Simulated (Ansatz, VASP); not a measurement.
NiO2 in VASP and in Ansatz

```
Ni O
1.0
     2.82213    0.00000    0.00000
    -1.41106    2.44404    0.00000
     0.00000    0.00000    4.83910
Ni O
1 2
Direct
  0.00000 0.00000 0.50000
  0.66667 0.33333 0.63738
  0.33333 0.66667 0.36262
```

Alike in both runs: task single point; functional PBEsol; k mesh 12 × 12 × 6; occupations gaussian, width 0.05 eV; no spin polarisation.

|  | VASP | Ansatz |
| --- | --- | --- |
| version | VASP 6.6.1 | Ansatz 0.2.0 |
| potentials or method | VASP PAW PBE potentials, release 64 (Ni_sv_GW, O), cutoff 700 eV | scalar-relativistic, plane waves, PAW |
| valence electrons in the cell | 30 | 30 |

|  | VASP | Ansatz | Ansatz less VASP |
| --- | --- | --- | --- |
| gap on the k mesh at the Fermi level (eV) | 0.75 | 0.75 | +0.005 |
| least direct gap on the mesh (eV) | 1.17 | 1.17 | +0.002 |
| rms of the force components (eV/Å) | 2.540 | 2.526 | -0.0144 |

VASP's potentials were made for PBE, not for PBEsol. Atom by atom the forces differ by 0.014 eV/Å (rms over components). The functional is the same, so the differences come from potentials, cutoffs and numerics.
